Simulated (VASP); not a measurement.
# As in VASP: settings compared

As is run at these levels: B3LYP, HSE06, PBE-based screened hybrid with 25 % exact exchange, LDA; tasks: relaxation of cell and atoms, single point.

All numbers are computed with VASP 6.6.1; they aren't measurements. Logs are shortened: lines on timing, memory, paths and dates and some standing lists are left out, and cuts for length are marked.

## 1. The cell of the first run

It takes space group Pm-3m (No. 221, cubic). The conventional cell has a = 2.704 Å, b = 2.704 Å, c = 2.704 Å, α = 90.00°, β = 90.00°, γ = 90.00°. As (site symmetry m-3m) has 6 As at 2.70 Å within 3.6 Å.

This isn't the form of As at room conditions, which is rhombohedral.

## 2. Relaxation of cell and atoms, B3LYP

The input, POSCAR:

```
As
1.0
    2.7036817444      0.0000000000      0.0000000000
    0.0000000000      2.7036817444      0.0000000000
    0.0000000000      0.0000000000      2.7036817444
As
1
Direct
    0.5000000000      0.5000000000      0.5000000000
```

The input, INCAR.step1:

```
PREC = Accurate
ENCUT = 600
EDIFF = 1E-5
ISMEAR = -1
SIGMA = 0.05
LREAL = False
LASPH = True
NELM = 100
ALGO = Normal
LWAVE = True
LCHARG = False
GGA = PE
NBANDS = 8
```

The input, INCAR.step2:

```
PREC = Accurate
ENCUT = 600
EDIFF = 1E-7
ISMEAR = -1
SIGMA = 0.05
LREAL = False
LASPH = True
NELM = 100
ALGO = Normal
ISIF = 3
LWAVE = False
LCHARG = False
GGA = B3
LHFCALC = True
AEXX = 0.2
AGGAX = 0.72
AGGAC = 0.81
ALDAC = 0.19
PRECFOCK = Normal
IBRION = 2
NSW = 60
EDIFFG = -0.01
ISTART = 1
```

The input, KPOINTS:

```
Automatic mesh
0
Gamma
  5 5 5
```

Potentials or basis: VASP PAW PBE potentials, release 64 (As).

Launch:

```
> cat potpaw_PBE.64/As/POTCAR > POTCAR
> cp INCAR.step1 INCAR
> mpirun -np 1 vasp_std > vasp.out
> cp INCAR.step2 INCAR
> mpirun -np 1 vasp_std > vasp.out
```

OUTCAR:

```text
PREC = Accurate
   ENCUT = 600
   EDIFF = 1E-7
   ISMEAR = -1
   LREAL = False
   LASPH = True
   NELM = 100
   ISIF = 3
   GGA = B3
   LHFCALC = True
   AEXX = 0.2
   PRECFOCK = Normal
   IBRION = 2
   NSW = 60
   EDIFFG = -0.01
   ISTART = 1

 ion  position               nearest neighbor table
   1  0.500  0.500  0.500-

  LATTYP: Found a simple cubic cell.
 ALAT       =     2.7036817444

  Lattice vectors:

 A1 = (   2.7036817444,   0.0000000000,   0.0000000000)
 A2 = (   0.0000000000,   2.7036817444,   0.0000000000)
 A3 = (   0.0000000000,   0.0000000000,   2.7036817444)

Analysis of symmetry for initial positions (statically):
=====================================================================
 Subroutine PRICEL returns:
 Original cell was already a primitive cell.

 Routine SETGRP: Setting up the symmetry group for a
 simple cubic supercell.

 Subroutine GETGRP returns: Found 48 space group operations
 (whereof 48 operations were pure point group operations)
 out of a pool of 48 trial point group operations.

The static configuration has the point symmetry O_h .

Analysis of symmetry for dynamics (positions and initial velocities):
=====================================================================
 Subroutine PRICEL returns:
 Original cell was already a primitive cell.

 Routine SETGRP: Setting up the symmetry group for a
 simple cubic supercell.

 Subroutine GETGRP returns: Found 48 space group operations
 (whereof 48 operations were pure point group operations)
 out of a pool of 48 trial point group operations.

The dynamic configuration has the point symmetry O_h .

 Subroutine INISYM returns: Found 48 space group operations
 (whereof 48 operations are pure point group operations),
 and found     1 'primitive' translations

----------------------------------------------------------------------------------------

                                     Primitive cell

  volume of cell :      19.7636

  direct lattice vectors                    reciprocal lattice vectors
     2.703681744  0.000000000  0.000000000     0.369866018  0.000000000  0.000000000
     0.000000000  2.703681744  0.000000000     0.000000000  0.369866018  0.000000000
     0.000000000  0.000000000  2.703681744     0.000000000  0.000000000  0.369866018

  length of vectors
     2.703681744  2.703681744  2.703681744     0.369866018  0.369866018  0.369866018

  position of ions in fractional coordinates (direct lattice)
     0.500000000  0.500000000  0.500000000

  ion indices of the primitive-cell ions
   primitive index   ion index
                 1           1

----------------------------------------------------------------------------------------

 KPOINTS: Automatic mesh

Automatic generation of k-mesh.
 Grid dimensions read from file:
 generate k-points for:    5    5    5

 Generating k-lattice:

  Cartesian coordinates                     Fractional coordinates (reciprocal lattice)
     0.073973204  0.000000000  0.000000000     0.200000000  0.000000000  0.000000000
     0.000000000  0.073973204  0.000000000     0.000000000  0.200000000  0.000000000
     0.000000000  0.000000000  0.073973204     0.000000000  0.000000000  0.200000000

  Length of vectors
     0.073973204  0.073973204  0.073973204

  Shift w.r.t. Gamma in fractional coordinates (k-lattice)
     0.000000000  0.000000000  0.000000000

 Subroutine IBZKPT returns following result:
 ===========================================

[... 31 lines left out ...]
   NELM   =    100;   NELMIN=  2; NELMDL=  0     # of ELM steps
   EDIFF  = 0.1E-06   stopping-criterion for ELM
   LREAL  =      F    real-space projection
   EDIFFG = -.1E-01   stopping-criterion for IOM
   NSW    =     60    number of steps for IOM
   IBRION =      2    ionic relax: 0-MD 1-quasi-New 2-CG
   NFREE  =      1    steps in history (QN), initial steepest desc. (CG)
   ISIF   =      3    stress and relaxation
   ISYM   =      3    0-nonsym 1-usesym 2-fastsym
   POTIM  = 0.5000    time-step for ionic-motion
   TEBEG  =    0.0;   TEEND  =   0.0 temperature during run
   PSTRESS=    0.0 pullay stress
   NELECT =       5.0000    total number of electrons
   NUPDOWN=      -1.0000    fix difference up-down
   EMIN   =  10.00;   EMAX   =-10.00  energy-range for DOS
   EFERMI =   0.00;   METHOD = LEGACY
   ISMEAR =    -1;   SIGMA  =   0.05  broadening in eV -4-tet -1-fermi 0-gaus
   EFERMI_NEDOS =   21; number of points for ismear=-14 and -15
   IALGO  =     38    algorithm
   IMIX   =      1    mixing-type and parameters
     AMIX     =   0.40;   BMIX     =  1.00
     AMIX_MAG =   1.60;   BMIX_MAG =  1.00
  volume/ion in A,a.u.               =      19.76       133.37
  Fermi-wavevector in a.u.,A,eV,Ry     =   1.035403  1.956627 14.586243  1.072059
  Thomas-Fermi vector in A             =   2.169744
   LORBIT       =      0    0 simple, 1 ext, 2 COOP (PROOUT), +10 PAW based schemes
   GGA     = B3    functional components
   LHFCALC =     T    Hartree Fock is set to
   PRECFOCK=normal    Normal, Fast or Accurate (Low or Medium for compatibility)
   ENCUT4O =  -1.0   cutoff for four orbital integrals eV
   NKREDX  =     1    reduce k-point grid by
   NKREDY  =     1    reduce k-point grid by
   NKREDZ  =     1    reduce k-point grid by
   AEXX    =    0.2000 exact exchange contribution
   HFSCREEN=    0.0000 screening length (either q_TF or 0.3 A-1)
   HFSCREENC=   0.0000 screening length for correlation (either q_TF or 0.3 A-1)
   ENCUTFOCK=  -1.0 apply spherical cutoff to Coloumb kernel
   IVDW    =     0    specifies the selected vdW correction
   LEPSILON=     F    determine dielectric tensor
   LRPA    =     F    only Hartree local field effects (RPA)
 conjugate gradient relaxation of ions
 non-spin polarized calculation
  energy-cutoff  :      600.00
  volume of cell :       19.76
 maximum number of plane-waves:       691
 NGX is ok and might be reduce to    24
  NGX = 18; NGY = 18; NGZ = 18

--------------------------------------- Ionic step        1  -------------------------------------------

 number of electron       5.0000001 magnetization

 Free energy of the ion-electron system (eV)
  ---------------------------------------------------
  ext. energy  EPLUGINS =         0.00000000
  ---------------------------------------------------
  free energy    TOTEN  =        -4.86161546 eV

  energy without entropy =       -4.85973015  energy(sigma->0) =       -4.86067280

------------------------ aborting loop EDIFF was not reached (unconverged)  ----------------------------

  FORCE on cell =-STRESS in cart. coord.  units (eV):
  Direction    XX          YY          ZZ          XY          YZ          ZX
  --------------------------------------------------------------------------------------
  -------------------------------------------------------------------------------------
  Total        0.7497516      0.7497516      0.7497516     -0.0000000     -0.0000000      0.0000000
  in kB       60.7800837     60.7800837     60.7800837     -0.0000000     -0.0000000      0.0000000
  external PRESSURE =      60.7800837 kB  Pullay stress =       0.0000000 kB
[... 22 lines left out ...]
--------------------------------------- Ionic step        2  -------------------------------------------

 number of electron       4.9999999 magnetization

------------------------ aborting loop EDIFF was not reached (unconverged)  ----------------------------

  FORCE on cell =-STRESS in cart. coord.  units (eV):
  Direction    XX          YY          ZZ          XY          YZ          ZX
  --------------------------------------------------------------------------------------
  -------------------------------------------------------------------------------------
  Total       -0.4002426     -0.4002426     -0.4002426     -0.0000000     -0.0000000      0.0000000
  in kB      -29.1658193    -29.1658193    -29.1658193     -0.0000000     -0.0000000      0.0000000
  external PRESSURE =     -29.1658193 kB  Pullay stress =       0.0000000 kB
[... 22 lines left out ...]
--------------------------------------- Ionic step        3  -------------------------------------------

 number of electron       4.9999999 magnetization

------------------------ aborting loop because EDIFF is reached ----------------------------------------

  FORCE on cell =-STRESS in cart. coord.  units (eV):
  Direction    XX          YY          ZZ          XY          YZ          ZX
  --------------------------------------------------------------------------------------
  -------------------------------------------------------------------------------------
  Total        0.0184885      0.0184885      0.0184885     -0.0000000     -0.0000000      0.0000000
  in kB        1.4059493      1.4059493      1.4059493     -0.0000000     -0.0000000      0.0000000
  external PRESSURE =       1.4059493 kB  Pullay stress =       0.0000000 kB
[... 22 lines left out ...]
--------------------------------------- Ionic step        4  -------------------------------------------

 number of electron       4.9999999 magnetization

 Free energy of the ion-electron system (eV)
  ---------------------------------------------------
  ext. energy  EPLUGINS =         0.00000000
  ---------------------------------------------------
  free energy    TOTEN  =        -4.88397901 eV

  energy without entropy =       -4.88219004  energy(sigma->0) =       -4.88308453

 E-fermi :   5.3583     XC(G=0):  -7.9929

 val. band max:        5.2076615611   @ k =   0.2000   0.2000   0.2000
 cond. band min:       5.7740576798   @ k =   0.2000   0.2000   0.2000
 fundamental gap:      0.5663961187
 Fermi energy:         5.3583194100

 k-point     1 :       0.0000    0.0000    0.0000
  band No.  band energies     occupation
      1     -10.8086      2.00000
      2       9.8093      0.00000
      3       9.8416      0.00000
      4       9.8725      0.00000
      5      14.6613      0.00000
      6      14.6619      0.00000
[... 73 lines left out ...]
 k-point    10 :       0.4000    0.4000    0.4000
  band No.  band energies     occupation
      1      -2.9607      2.00000
      2       3.1297      2.00000
      3       3.1547      2.00000
      4       3.9780      2.00000
      5      12.6610      0.00000
      6      13.4351      0.00000

------------------------ aborting loop because EDIFF is reached ----------------------------------------

  FORCE on cell =-STRESS in cart. coord.  units (eV):
  Direction    XX          YY          ZZ          XY          YZ          ZX
  --------------------------------------------------------------------------------------
  -------------------------------------------------------------------------------------
  Total       -0.0009698     -0.0009698     -0.0009698     -0.0000000     -0.0000000      0.0000000
  in kB       -0.0736071     -0.0736071     -0.0736071     -0.0000000     -0.0000000      0.0000000
  external PRESSURE =      -0.0736071 kB  Pullay stress =       0.0000000 kB
[... 16 lines left out ...]
  FREE ENERGIE OF THE ION-ELECTRON SYSTEM (eV)
  ---------------------------------------------------
  free  energy   TOTEN  =        -4.8839790098 eV

  energy  without entropy=       -4.8821900415  energy(sigma->0) =       -4.88308453

 reached required accuracy - stopping structural energy minimisation
```

It took 13 min on 1 thread of Intel Xeon 6975P-C (Granite Rapids), shared host; peak memory 0.15 GiB.

What came out:

```yaml
Free_energy: -4.8840 eV
Relaxed_volume: 21.11 Å³/atom
Relaxed_cell: a = 2.764 Å, b = 2.764 Å, c = 2.764 Å, α = 90.00°, β = 90.00°, γ = 90.00°
Space_group_after_relaxing_to_0.1_Å: Pm-3m (No. 221)
Energy_gained_by_relaxing: 22.4 meV/atom
Ionic_steps: 4
Pressure_after_relaxing: 0.0 GPa
Band_gap_on_the_k_mesh: zero (an odd number of electrons rules out a gap without spin polarisation)
```

The path:
```tsv
step	energy change (eV)	largest force (eV/Å)	pressure (GPa)	volume (Å³)
1	0.0000	0.0000	6.08	19.76
2	-0.0141	0.0000	-2.92	21.99
3	-0.0223	0.0000	0.14	21.07
4	-0.0224	0.0000	-0.01	21.11
```

Final structure:
```
As
1.0
     2.76368    0.00000    0.00000
     0.00000    2.76368    0.00000
     0.00000    0.00000    2.76368
As
1
Direct
  0.50000 0.50000 0.50000
```

Caveat: the k points lie up to 0.45 Å⁻¹ apart in the final cell, too coarse for converged energies and pressures of a metal; the PAW data sets were made with another functional, which shifts forces and pressure a little.

## 3. Relaxation of cell and atoms, HSE06

POSCAR is that of step 2.

The input, INCAR.step1:

```
SYSTEM = As
PREC = Accurate
ENCUT = 600
EDIFF = 1E-5
ISMEAR = -1
SIGMA = 0.05
LREAL = .FALSE.
LASPH = .TRUE.
NELM = 80
ALGO = Normal
LWAVE = .TRUE.
LCHARG = .FALSE.
GGA = PE
NBANDS = 8
```

The input, INCAR.step2:

```
SYSTEM = As
PREC = Accurate
ENCUT = 600
EDIFF = 1E-6
ISMEAR = -1
SIGMA = 0.05
LREAL = .FALSE.
LASPH = .TRUE.
NELM = 80
ALGO = Normal
ISIF = 3
LWAVE = .FALSE.
LCHARG = .FALSE.
GGA = PE
LHFCALC = .TRUE.
HFSCREEN = 0.2079
PRECFOCK = Normal
IBRION = 2
NSW = 60
EDIFFG = -0.01
ISTART = 1
```

The input, KPOINTS:

```
regular mesh
0
G
  5 5 5
  0 0 0
```

Potentials or basis: VASP PAW PBE potentials, release 64 (As).

Launch:

```
> cat potpaw_PBE.64/As/POTCAR > POTCAR
> cp INCAR.step1 INCAR
> mpirun -np 1 vasp_std > vasp.out
> cp INCAR.step2 INCAR
> mpirun -np 1 vasp_std > vasp.out
```

Wall time 81 s (1 thread of Intel Xeon 6975P-C (Granite Rapids), shared host); peak memory 0.25 GiB.

Results (log left out):

| Property | Result |
| --- | --- |
| Free energy | -5.2974 eV |
| Relaxed volume | 19.50 Å³/atom |
| Relaxed cell | a = 2.692 Å, b = 2.692 Å, c = 2.692 Å, α = 90.00°, β = 90.00°, γ = 90.00° |
| Space group after relaxing (to 0.1 Å) | Pm-3m (No. 221) |
| Energy gained by relaxing | 0.9 meV/atom |
| Ionic steps | 3 |
| Pressure after relaxing | 0.0 GPa |
| Band gap on the k mesh | zero (an odd number of electrons rules out a gap without spin polarisation) |

Step by step:
```csv
step,energy change (eV),largest force (eV/Å),pressure (GPa),volume (Å³)
1,0.0000,0.0000,-1.12,19.76
2,-0.0007,0.0000,0.57,19.37
3,-0.0009,0.0000,0.03,19.50
```

Final structure:
```
As
1.0
     2.69180    0.00000    0.00000
     0.00000    2.69180    0.00000
     0.00000    0.00000    2.69180
As
1
Cartesian
  1.3459 1.3459 1.3459
```

Levels at points of the mesh, in eV from the Fermi level:
```
           k point  band 1  band 2  band 3  band 4  band 5  band 6
(0.00, 0.00, 0.00)  -16.97    4.64    4.64    4.64    8.92    8.92
```

Caveat: the k points lie up to 0.47 Å⁻¹ apart in the final cell, too coarse for converged energies and pressures of a metal; the PAW data sets were made with another functional, which shifts forces and pressure a little.

## 4. Relaxation of cell and atoms, PBE-based screened hybrid with 25 % exact exchange

POSCAR is that of step 3.

The input, INCAR.step1:

```
SYSTEM = As
  PREC = Accurate
  ENCUT = 600
  EDIFF = 1E-5
  ISMEAR = -1
  SIGMA = 0.05
  LREAL = .False.
  LASPH = .True.
  NELM = 60
  ALGO = Normal
  LWAVE = .True.
  LCHARG = .False.
  GGA = PE
  NBANDS = 8
```

The input, INCAR.step2:

```
SYSTEM = As
  PREC = Accurate
  ENCUT = 600
  EDIFF = 1E-7
  ISMEAR = -1
  SIGMA = 0.05
  LREAL = .False.
  LASPH = .True.
  NELM = 60
  ALGO = Normal
  ISIF = 3
  LWAVE = .False.
  LCHARG = .False.
  GGA = PE
  LHFCALC = .True.
  AEXX = 0.25
  HFSCREEN = 0.3
  PRECFOCK = Normal
  IBRION = 2
  NSW = 60
  EDIFFG = -0.01
  ISTART = 1
```

The input, KPOINTS:

```
Automatic mesh
0
Gamma
  5 5 5
  0 0 0
```

Launch:

```
> cat potpaw_PBE.64/As/POTCAR > POTCAR
> cp INCAR.step1 INCAR
> mpirun -np 1 vasp_std > vasp.out
> cp INCAR.step2 INCAR
> mpirun -np 1 vasp_std > vasp.out
```

Wall time 96 s (1 thread of Intel Xeon 6975P-C (Granite Rapids), shared host); peak memory 0.24 GiB.

It converged, with:

- Free energy: -5.1224 eV
- Relaxed volume: 19.64 Å³/atom
- Relaxed cell: a = 2.698 Å, b = 2.698 Å, c = 2.698 Å, α = 90.00°, β = 90.00°, γ = 90.00°
- Space group after relaxing (to 0.1 Å): Pm-3m (No. 221)
- Energy gained by relaxing: 0.2 meV/atom
- Ionic steps: 3
- Pressure after relaxing: 0.0 GPa
- Band gap on the k mesh: zero (an odd number of electrons rules out a gap without spin polarisation)

The path:
```csv
step,energy change (eV),largest force (eV/Å),pressure (GPa),volume (Å³)
1,0.0000,0.0000,-0.55,19.76
2,-0.0002,0.0000,0.30,19.57
3,-0.0002,0.0000,0.02,19.64
```

Final structure:
```cif
data_structure
_symmetry_space_group_name_H-M 'P 1'
_symmetry_Int_Tables_number 1
_cell_length_a 2.6979
_cell_length_b 2.6979
_cell_length_c 2.6979
_cell_angle_alpha 90.000
_cell_angle_beta 90.000
_cell_angle_gamma 90.000
_cell_volume 19.64
loop_
_atom_site_label
_atom_site_type_symbol
_atom_site_fract_x
_atom_site_fract_y
_atom_site_fract_z
_atom_site_occupancy
As1 As 0.50000 0.50000 0.50000 1
```

Levels at points of the mesh, in eV from the Fermi level:
```tsv
k point	band 1	band 2	band 3	band 4	band 5	band 6
(0.00, 0.00, 0.00)	-16.72	4.51	4.51	4.51	8.80	8.80
```

Caveat: the k points lie up to 0.47 Å⁻¹ apart in the final cell, too coarse for converged energies and pressures of a metal; the PAW data sets were made with another functional, which shifts forces and pressure a little.

## 5. Single point, LDA

The input, INCAR:

```
SYSTEM = As
PREC = Accurate
ENCUT = 520
EDIFF = 1E-7
ISMEAR = 0
SIGMA = 0.05
LREAL = .False.
LASPH = .True.
NELM = 60
ALGO = Normal
ISIF = 2
LWAVE = .False.
LCHARG = .False.
NBANDS = 8
```

The input, KPOINTS:

```
Automatic mesh
0
Gamma
  7 7 7
  0 0 0
```

The input, POSCAR:

```
As
1.0
    2.7100410000     -0.0173790000     -0.0118580000
   -0.0173790000      2.7297000000      0.0332640000
   -0.0118580000      0.0332640000      2.6721930000
As
1
Direct
    0.4843510000      0.5055250000      0.4963750000
```

Potentials or basis: VASP PAW LDA potentials, release 64 (As).

Launch:

```
> cat potpaw_LDA.64/As/POTCAR > POTCAR
> mpirun -np 1 vasp_std > vasp.out
```

Wall time 19 s (1 thread of Intel Xeon 8259CL, shared host); peak memory 0.13 GiB.

It converged, with:

```yaml
Free_energy: -5.3470 eV
Pressure: -2.5 GPa
Band_gap_on_the_k_mesh: zero (an odd number of electrons rules out a gap without spin polarisation)
```

Stress tensor (GPa, compression positive):
```
-3.05  0.47 -0.15
 0.47 -5.58 -0.36
-0.15 -0.36  1.06
```

Levels at points of the mesh, in eV from the Fermi level:
| k point | band 1 | band 2 | band 3 | band 4 | band 5 | band 6 | band 7 | band 8 |
| --- | --- | --- | --- | --- | --- | --- | --- | --- |
| (0.00, 0.00, 0.00) | -14.82 | 3.94 | 4.19 | 4.70 | 8.59 | 8.86 | 10.66 | 24.70 |

Caveat: the stress differs along the axes, from -6 to 1 GPa.

## 6. Summary

```csv
task,level,potentials or basis,cell,k mesh,cutoff (eV),smearing,grid for exact exchange (PRECFOCK),share of exact exchange,screening parameter,gap on the mesh (eV),pressure (GPa),relaxed volume (Å³/atom)
relaxation of cell and atoms,B3LYP,"VASP PAW PBE potentials, release 64 (As)","relaxed from a = 2.704 Å, 1 atom",5 × 5 × 5,600,fermi-dirac 0.05 eV,Normal,0.2,-,none,0.0,21.11
relaxation of cell and atoms,HSE06,"VASP PAW PBE potentials, release 64 (As)","relaxed from a = 2.704 Å, 1 atom",5 × 5 × 5,600,fermi-dirac 0.05 eV,Normal,0.25,0.2079 1/Å,none,0.0,19.50
relaxation of cell and atoms,PBE-based screened hybrid with 25 % exact exchange,"VASP PAW PBE potentials, release 64 (As)","relaxed from a = 2.704 Å, 1 atom",5 × 5 × 5,600,fermi-dirac 0.05 eV,Normal,0.25,0.3 1/Å,none,0.0,19.64
single point,LDA,"VASP PAW LDA potentials, release 64 (As)","a = 2.710, b = 2.730, c = 2.672 Å, angles 88.6, 90.5, 90.7°, 1 atom",7 × 7 × 7,520,gaussian 0.05 eV,-,-,-,none,-2.5,-
```

Alike in all rows: no spin polarisation.

Caveats: some runs use coarse meshes; the PAW data sets were made with another functional, which shifts forces and pressure a little (at least some runs); the stress differs along the axes, from -6 to 1 GPa (at least some runs).

Absolute energies hang on the potentials; compare differences alone.

The gap in the log of VASP goes by the Fermi energy; the results here count the filled bands.